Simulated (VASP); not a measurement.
# RbCl (Fm-3m) in VASP: further runs

Runs on RbCl. Level: LDA. Tasks: elastic constants.

Program: VASP 6.6.1. These are calculated values, not measurements. Logs are shortened: lines on timing, memory, paths and dates and some standing lists are left out, and cuts for length are marked.

### Step 1. The cell of the first run

Symmetry: Fm-3m, No. 225, cubic system. Conventional cell: a = 5.878 Å, b = 5.878 Å, c = 5.878 Å, α = 90.00°, β = 90.00°, γ = 90.00°. Rb (site symmetry m-3m) has 6 Cl at 2.94 Å within 3.9 Å. Cl (site symmetry m-3m) has 6 Rb at 2.94 Å within 3.9 Å.

### Step 2. Elastic constants, LDA

Input file INCAR:

```
SYSTEM = RbCl
ALGO = Normal
EDIFF = 1E-8
ENCUT = 500
GGA = CA
GGA_COMPAT = .FALSE.
IBRION = 6
ISIF = 3
ISMEAR = 0
LASPH = .TRUE.
LCHARG = .TRUE.
LREAL = .FALSE.
LWAVE = .FALSE.
NELM = 120
NFREE = 2
NSW = 1
POTIM = 0.015
PREC = Accurate
SIGMA = 0.01
```

Input file KPOINTS:

```
k-points
0
G
  6 6 6
  0 0 0
```

Input file POSCAR:

```
RbCl
1.0
    0.0000000000      2.9391082772      2.9391082772
    2.9391082772      0.0000000000      2.9391082772
    2.9391082772      2.9391082772      0.0000000000
Rb Cl
1 1
Direct
    0.0000000000      0.0000000000      0.0000000000
    0.5000000000      0.5000000000      0.5000000000
```

Potentials or basis: VASP PAW LDA potentials, release 64 (Rb_sv, Cl).

Started as:

```console
$ cat potpaw_LDA.64/Rb_sv/POTCAR potpaw_LDA.64/Cl/POTCAR > POTCAR
$ mpirun -np 1 vasp_std > vasp.out
```

OUTCAR:

```text
SYSTEM = RbCl
   EDIFF = 1E-8
   ENCUT = 500
   GGA = CA
   IBRION = 6
   ISIF = 3
   ISMEAR = 0
   LASPH = .TRUE.
   LREAL = .FALSE.
   NELM = 120
   NFREE = 2
   NSW = 1
   POTIM = 0.015
   PREC = Accurate

 ion  position               nearest neighbor table
   1  0.000  0.000  0.000-   2 2.94   2 2.94   2 2.94   2 2.94   2 2.94   2 2.94
   2  0.500  0.500  0.500-   1 2.94   1 2.94   1 2.94   1 2.94   1 2.94   1 2.94

  LATTYP: Found a face centered cubic cell.
 ALAT       =     5.8782165544

  Lattice vectors:

 A1 = (   0.0000000000,   2.9391082772,   2.9391082772)
 A2 = (   2.9391082772,   0.0000000000,   2.9391082772)
 A3 = (   2.9391082772,   2.9391082772,   0.0000000000)

Analysis of symmetry for initial positions (statically):
=====================================================================
 Subroutine PRICEL returns:
 Original cell was already a primitive cell.

 Routine SETGRP: Setting up the symmetry group for a
 face centered cubic supercell.

 Subroutine GETGRP returns: Found 48 space group operations
 (whereof 48 operations were pure point group operations)
 out of a pool of 48 trial point group operations.

The static configuration has the point symmetry O_h .

Analysis of symmetry for dynamics (positions and initial velocities):
=====================================================================
 Subroutine PRICEL returns:
 Original cell was already a primitive cell.

 Routine SETGRP: Setting up the symmetry group for a
 face centered cubic supercell.

 Subroutine GETGRP returns: Found 48 space group operations
 (whereof 48 operations were pure point group operations)
 out of a pool of 48 trial point group operations.

The dynamic configuration has the point symmetry O_h .

 Subroutine INISYM returns: Found 48 space group operations
 (whereof 48 operations are pure point group operations),
 and found     1 'primitive' translations

----------------------------------------------------------------------------------------

                                     Primitive cell

  volume of cell :      50.7781

  direct lattice vectors                    reciprocal lattice vectors
     0.000000000  2.939108277  2.939108277    -0.170119626  0.170119626  0.170119626
     2.939108277  0.000000000  2.939108277     0.170119626 -0.170119626  0.170119626
     2.939108277  2.939108277  0.000000000     0.170119626  0.170119626 -0.170119626

  length of vectors
     4.156526787  4.156526787  4.156526787     0.294655835  0.294655835  0.294655835

  position of ions in fractional coordinates (direct lattice)
     0.000000000  0.000000000  0.000000000
     0.500000000  0.500000000  0.500000000

  ion indices of the primitive-cell ions
   primitive index   ion index
                 1           1
                 2           2

----------------------------------------------------------------------------------------

 KPOINTS: k-points

Automatic generation of k-mesh.
 Grid dimensions read from file:
 generate k-points for:    6    6    6

 Generating k-lattice:

  Cartesian coordinates                     Fractional coordinates (reciprocal lattice)
    -0.028353271  0.028353271  0.028353271     0.166666667  0.000000000  0.000000000
     0.028353271 -0.028353271  0.028353271     0.000000000  0.166666667  0.000000000
     0.028353271  0.028353271 -0.028353271     0.000000000  0.000000000  0.166666667

  Length of vectors
     0.049109306  0.049109306  0.049109306

  Shift w.r.t. Gamma in fractional coordinates (k-lattice)
     0.000000000  0.000000000  0.000000000

 Subroutine IBZKPT returns following result:
 ===========================================

 Found     16 irreducible k-points:

 Following reciprocal coordinates:
            Coordinates               Weight
  0.000000  0.000000  0.000000      1.000000
  0.166667  0.000000  0.000000      8.000000
  0.333333  0.000000  0.000000      8.000000
  0.500000  0.000000  0.000000      4.000000
[... 43 lines left out ...]
   EMIN   =  10.00;   EMAX   =-10.00  energy-range for DOS
   EFERMI =   0.00;   METHOD = LEGACY
   ISMEAR =     0;   SIGMA  =   0.01  broadening in eV -4-tet -1-fermi 0-gaus
   EFERMI_NEDOS =   21; number of points for ismear=-14 and -15
   IALGO  =     38    algorithm
   IMIX   =      4    mixing-type and parameters
     AMIX     =   0.40;   BMIX     =  1.00
     AMIX_MAG =   1.60;   BMIX_MAG =  1.00
  volume/ion in A,a.u.               =      25.39       171.33
  Fermi-wavevector in a.u.,A,eV,Ry     =   1.114010  2.105174 16.885091  1.241019
  Thomas-Fermi vector in A             =   2.250601
   LORBIT       =      0    0 simple, 1 ext, 2 COOP (PROOUT), +10 PAW based schemes
   GGA     = CA    functional components
   LHFCALC =     F    Hartree Fock is set to
   AEXX    =    0.0000 exact exchange contribution
   IVDW    =     0    specifies the selected vdW correction
   LEPSILON=     F    determine dielectric tensor
   LRPA    =     F    only Hartree local field effects (RPA)
 finite differences with symmetry
 non-spin polarized calculation
 Gauss-broadening in eV      SIGMA  =   0.01
  energy-cutoff  :      500.00
  volume of cell :       50.78
 maximum number of plane-waves:      1308
   NGX = 15   NGY = 15   NGZ = 15

--------------------------------------- Ionic step        1  -------------------------------------------

 number of electron      16.0000002 magnetization

 Free energy of the ion-electron system (eV)
  ---------------------------------------------------
  ext. energy  EPLUGINS =         0.00000000
  ---------------------------------------------------
  free energy    TOTEN  =        -6.91287837 eV

  energy without entropy =       -6.91287837  energy(sigma->0) =       -6.91287837

------------------------ aborting loop because EDIFF is reached ----------------------------------------

  FORCE on cell =-STRESS in cart. coord.  units (eV):
  Direction    XX          YY          ZZ          XY          YZ          ZX
  --------------------------------------------------------------------------------------
  -------------------------------------------------------------------------------------
  Total        3.2197612      3.2197612      3.2197612      0.0000000      0.0000000      0.0000000
  in kB      101.5915292    101.5915292    101.5915292      0.0000000      0.0000000      0.0000000
  external PRESSURE =     101.5915292 kB  Pullay stress =       0.0000000 kB
[... 89 lines left out ...]
  FREE ENERGIE OF THE ION-ELECTRON SYSTEM (eV)
  ---------------------------------------------------
  free  energy   TOTEN  =        -6.8582573125 eV

  energy  without entropy=       -6.8582573125  energy(sigma->0) =       -6.85825731

[... ionic steps 4 to 14 ...]

--------------------------------------- Ionic step       15  -------------------------------------------

 number of electron      16.0000002 magnetization

------------------------ aborting loop because EDIFF is reached ----------------------------------------
[... 67 lines left out ...]
--------------------------------------- Ionic step       17  -------------------------------------------

 number of electron      16.0000001 magnetization

 Free energy of the ion-electron system (eV)
  ---------------------------------------------------
  ext. energy  EPLUGINS =         0.00000000
  ---------------------------------------------------
  free energy    TOTEN  =        -6.91239877 eV

  energy without entropy =       -6.91239877  energy(sigma->0) =       -6.91239877

 E-fermi :  -0.3505     XC(G=0):  -9.3495

 val. band max:       -0.4184675184   @ k =   0.5000   0.5000   0.0000
 cond. band min:       4.8141634846   @ k =   0.0000   0.5000   0.5000
 fundamental gap:      5.2326310030
 Fermi energy:        -0.3504564296

 k-point     1 :       0.0000    0.0000    0.0000
  band No.  band energies     occupation
      1     -23.6881      2.00000
      2     -12.7587      2.00000
      3      -7.7700      2.00000
      4      -7.7698      2.00000
      5      -7.7698      2.00000
      6      -0.4384      2.00000
      7      -0.4384      2.00000
      8      -0.4381      2.00000
      9       5.3706      0.00000
     10       7.2109      0.00000
     11       7.2112      0.00000
     12       7.2112      0.00000
[... 331 lines left out ...]
 k-point    24 :       0.0000   -0.3333    0.3333
  band No.  band energies     occupation
      1     -23.5754      2.00000
      2     -12.9139      2.00000
      3      -8.4254      2.00000
      4      -7.9232      2.00000
      5      -7.8023      2.00000
      6      -1.3914      2.00000
      7      -1.0054      2.00000
      8      -0.5639      2.00000
      9       6.8409      0.00000
     10       8.2673      0.00000
     11      10.1107      0.00000
     12      10.5355      0.00000

 [... further k-points ...]
[... 5 lines left out ...]
  --------------------------------------------------------------------------------------
  -------------------------------------------------------------------------------------
  Total        3.2247882      3.2185078      3.2185078      0.0000000     -0.0000000      0.0000000
  in kB      101.7501410    101.5519796    101.5519796      0.0000000     -0.0000000      0.0000000
  external PRESSURE =     101.6180334 kB  Pullay stress =       0.0000000 kB
[... 17 lines left out ...]
  FREE ENERGIE OF THE ION-ELECTRON SYSTEM (eV)
  ---------------------------------------------------
  free  energy   TOTEN  =        -6.9123987743 eV

  energy  without entropy=       -6.9123987743  energy(sigma->0) =       -6.91239877

 INTERNAL STRAIN TENSORS FROM STRAINED CELLS
 ============================================

 INTERNAL STRAIN TENSOR FOR ION    1 for displacements in x,y,z  (eV/Angst):
          X           Y           Z          XY          YZ          ZX
  --------------------------------------------------------------------------------
  x     0.00000     0.00000     0.00000     0.00000    -0.00000     0.00000
  y    -0.00000     0.00000    -0.00000    -0.00000    -0.00000    -0.00000
  z    -0.00000    -0.00000     0.00000    -0.00000     0.00000    -0.00000

 INTERNAL STRAIN TENSORS FROM DISPLACED ATOMS
 ============================================

 INTERNAL STRAIN TENSOR FOR ION    1 for displacements in x,y,z  (eV/Angst):
          X           Y           Z          XY          YZ          ZX
  --------------------------------------------------------------------------------
  x     0.00000     0.00000     0.00000     0.00000     0.00000     0.00000
  y     0.00000     0.00000     0.00000     0.00000     0.00000     0.00000
  z     0.00000     0.00000     0.00000     0.00000     0.00000     0.00000

 INTERNAL STRAIN TENSOR FOR ION    2 for displacements in x,y,z  (eV/Angst):
          X           Y           Z          XY          YZ          ZX
  --------------------------------------------------------------------------------
  x     0.00000     0.00000     0.00000     0.00000     0.00000     0.00000
  y     0.00000     0.00000     0.00000     0.00000     0.00000     0.00000
  z     0.00000     0.00000     0.00000     0.00000     0.00000     0.00000

 Eigenvectors and eigenvalues of the dynamical matrix
 ----------------------------------------------------

   1 f  =    6.447529 THz    40.511020 2PiTHz  215.066420 cm-1    26.664826 meV
             X         Y         Z           dx          dy          dz
      0.000000  0.000000  0.000000     0.000000    0.541238    0.000000
      2.939108  2.939108  2.939108    -0.000000   -0.840869    0.000000
[... 21 lines left out ...]
   6 f/i=    0.001787 THz     0.011231 2PiTHz    0.059624 cm-1     0.007392 meV
             X         Y         Z           dx          dy          dz
      0.000000  0.000000  0.000000     0.832941    0.115197    0.000000
      2.939108  2.939108  2.939108     0.536135    0.074149    0.000000

--------------------------------------------------------------------------------------------------------

 ELASTIC MODULI CONTR FROM IONIC RELAXATION (kBar)
 Direction    XX          YY          ZZ          XY          YZ          ZX
 --------------------------------------------------------------------------------
 XX           0.0000      0.0000      0.0000      0.0000      0.0000      0.0000
 YY           0.0000      0.0000      0.0000      0.0000      0.0000      0.0000
 ZZ           0.0000      0.0000      0.0000      0.0000      0.0000      0.0000
 XY           0.0000      0.0000      0.0000      0.0000      0.0000      0.0000
 YZ           0.0000      0.0000      0.0000      0.0000      0.0000      0.0000
 ZX           0.0000      0.0000      0.0000      0.0000      0.0000      0.0000
 --------------------------------------------------------------------------------

 TOTAL ELASTIC MODULI (kBar)
 Direction    XX          YY          ZZ          XY          YZ          ZX
 --------------------------------------------------------------------------------
 XX        1581.6228     68.5358     68.5358      0.0000      0.0000      0.0000
 YY          68.5358   1581.6228     68.5358      0.0000      0.0000      0.0000
 ZZ          68.5358     68.5358   1581.6228      0.0000     -0.0000     -0.0000
 XY           0.0000      0.0000      0.0000    -34.2583     -0.0000      0.0000
 YZ           0.0000      0.0000     -0.0000     -0.0000    -34.2583      0.0000
 ZX           0.0000      0.0000     -0.0000      0.0000      0.0000    -34.2583
 --------------------------------------------------------------------------------
```

It took 2.2 min on 1 thread of Intel Xeon 6975P-C (Granite Rapids), shared host; peak memory 0.21 GiB.

Results:

| Property | Result |
| --- | --- |
| Elastic constants C11, C12, C44 | 158, 7, -3 GPa |
| Voigt bulk modulus | 57 GPa |
| Highest phonon frequency at Γ, LO-TO splitting left out | 215 cm⁻¹ |

Phonon frequencies in cm⁻¹ (negative: imaginary):
| q point | frequencies |
| --- | --- |
| (0.000, 0.000, 0.000) | 0 0 0 215 215 215 |

Elastic tensor in Voigt notation (GPa, in the Cartesian axes of the cell as first typed):
```
158   7   7   0   0   0
  7 158   7   0   0   0
  7   7 158   0   0   0
  0   0   0  -3   0   0
  0   0   0   0  -3   0
  0   0   0   0   0  -3
```

Clamped-ion elastic tensor (GPa):
```
158   7   7   0   0   0
  7 158   7   0   0   0
  7   7 158   0   0   0
  0   0   0  -3   0   0
  0   0   0   0  -3   0
  0   0   0   0   0  -3
```

Caveat: the cell is under stress, which shifts elastic constants; the elastic tensor has a negative eigenvalue, so either the cell is unstable as it stands or the mesh is too thin.

### Step 3. Elastic constants, LDA

This run uses another cell than the first one, of 32.42 Å³/atom.

Input file INCAR:

```
PREC = Accurate
ENCUT = 500
EDIFF = 1E-8
ISMEAR = 0
SIGMA = 0.01
LREAL = False
LASPH = True
NELM = 120
ALGO = Normal
ISIF = 3
LWAVE = False
LCHARG = True
IBRION = 6
NFREE = 2
POTIM = 0.015
NSW = 1
GGA_COMPAT = False
```

Input file KPOINTS:

```
regular mesh
0
Gamma
  6 6 6
```

Input file POSCAR:

```
RbCl
1.0
    0.0000000000      3.1885415940      3.1885415940
    3.1885415940      0.0000000000      3.1885415940
    3.1885415940      3.1885415940      0.0000000000
Rb Cl
1 1
Direct
    0.0000000000      0.0000000000      0.0000000000
    0.5000000000      0.5000000000      0.5000000000
```

Potentials or basis: VASP PAW LDA potentials, release 64 (Rb_sv, Cl).

Started as:

```console
$ cat potpaw_LDA.64/Rb_sv/POTCAR potpaw_LDA.64/Cl/POTCAR > POTCAR
$ mpirun -np 1 vasp_std > vasp.out
```

Run time: 2.7 min. Hardware: 1 thread of Intel Xeon 6975P-C (Granite Rapids), shared host; peak memory 0.24 GiB.

Results (log left out):

| Property | Result |
| --- | --- |
| Elastic constants C11, C12, C44 | 55, 6, 5 GPa |
| Voigt bulk modulus | 22 GPa |
| Highest phonon frequency at Γ, LO-TO splitting left out | 133 cm⁻¹ |

Phonon frequencies in cm⁻¹ (negative: imaginary):
```
              q point        frequencies
(0.000, 0.000, 0.000)  0 0 0 133 133 133
```

Elastic tensor in Voigt notation (GPa, in the Cartesian axes of the cell as first typed):
```
55  6  6  0  0  0
 6 55  6  0  0  0
 6  6 55  0  0  0
 0  0  0  5  0  0
 0  0  0  0  5  0
 0  0  0  0  0  5
```

Clamped-ion elastic tensor (GPa):
```
55  6  6  0  0  0
 6 55  6  0  0  0
 6  6 55  0  0  0
 0  0  0  5  0  0
 0  0  0  0  5  0
 0  0  0  0  0  5
```

(Part 1 of 2 ends here.)
